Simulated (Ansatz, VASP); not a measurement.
## TaSi2: VASP beside Ansatz

```
CELL_PARAMETERS angstrom
6.29791 0.00000 0.00000
0.00000 1.61594 2.43083
0.00000 -1.61594 2.43083
ATOMIC_POSITIONS crystal
Ta 0.00000 0.68589 0.68589
Si 0.31438 0.32751 0.32751
Si 0.68562 0.32751 0.32751
```

Change from the starting cell: the structure that the rattled cell fell into.

Alike in both runs: functional PBE; k mesh 8 × 18 × 18; occupations gaussian, width 0.1 eV; no spin polarisation.

Ansatz relaxed the structure, and its values are those at the end. VASP's run is a single point on that final structure, the one shown.

|  | VASP | Ansatz |
| --- | --- | --- |
| version | VASP 6.6.1 | Ansatz 0.2.0 |
| potentials or method | VASP PAW PBE potentials, release 64 (Ta_pv, Si), cutoff 520 eV | scalar-relativistic, plane waves, PAW |
| valence electrons in the cell | 19 | 21 |

VASP gave:

- gap on the k mesh at the Fermi level (eV): none
- pressure (GPa): 0.1
- rms of the force components (eV/Å): 0.009

Which values does Ansatz return?

gap on the k mesh at the Fermi level (eV): none; pressure (GPa): 0.0; rms of the force components (eV/Å): 0.000.

A gap of «none» marks a metal or a gap that the smearing closes. With one functional, cell and mesh, what is left measures potentials, basis and numerics. VASP's potentials hold 19 valence electrons a cell and Ansatz's 21, so a difference there can come from the potentials and not from the codes.

Spin-orbit coupling is off throughout.
